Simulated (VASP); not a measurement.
## TiO2: single point with PBE+U

Crystal: TiO2.

```xyz
6
Lattice="2.6553 -2.6554 -0.0198 2.6553 2.6554 -0.0198 -2.6193 0.0000 4.8300" Properties=species:S:1:pos:R:3 pbc="T T T"
Ti    2.0005    1.9915    1.1877
Ti    0.6908   -1.9915    3.6026
O    -0.6400   -0.6638    3.1818
O     3.3314    0.6638    1.6085
O     2.0217   -0.6638    4.0235
O     0.6696    0.6638    0.7669
```

- Program: VASP 6.6.1
- Task: single point
- Functional: PBE
- Potentials or basis: VASP PAW PBE potentials, release 64 (Ti_sv, O)
- Cutoff: 520 eV
- k mesh: 6 × 6 × 6
- Occupations: gaussian, width 0.05 eV
- Spin: no spin polarisation
- Hubbard terms: Ti d U = 4.0 eV
- Dipole correction: no
- Further INCAR settings: ALGO = Normal; EDIFF = 1e-07; NBANDS = 33

```yaml
Pressure: 15.9 GPa
Largest_force: 0.450 eV/Å
Band_gap_on_the_k_mesh: 2.87 eV (least direct gap 3.11 eV)
```

Forces on the atoms (eV/Å):
```
Ti   0.000  0.000  0.000
Ti   0.000  0.000  0.000
O    0.003  0.000  0.450
O   -0.003  0.000 -0.450
O   -0.003  0.000 -0.450
O    0.003  0.000  0.450
```

Stress tensor (GPa, compression positive):
```
16.03  0.00  0.00
 0.00 16.03  0.00
 0.00  0.00 15.71
```

Levels at points of the mesh, in eV from the valence-band top:
```tsv
k point	band 22	band 23	band 24	band 25	band 26	band 27
(0.00, 0.00, 0.00)	-0.66	-0.36	-0.36	2.87	3.62	4.76
(0.50, 0.00, 0.00)	-0.84	-0.75	-0.61	3.97	4.17	4.29
(0.50, 0.50, 0.00)	-1.92	0.00	0.00	3.99	3.99	4.44
(0.00, 0.00, 0.50)	-1.16	-0.01	-0.01	3.23	3.23	4.55
(0.50, 0.00, 0.50)	-0.84	-0.75	-0.61	3.97	4.17	4.29
(0.50, 0.50, 0.50)	-1.92	0.00	0.00	3.99	3.99	4.44
```

Eigenvalues of the final occupation matrices:
```
    site  spin  trace               eigenvalues
site 1 d     1   0.83  0.10 0.10 0.11 0.25 0.26
site 1 d     2   0.83  0.10 0.10 0.11 0.25 0.26
site 2 d     1   0.83  0.10 0.10 0.11 0.25 0.26
site 2 d     2   0.83  0.10 0.10 0.11 0.25 0.26
```

Run time: 5.7 min on 1 thread of AMD EPYC 7R13, on a shared host, peak memory 0.22 GiB.

Caveat: the cell stands under pressure. A k mesh can miss the band edges.
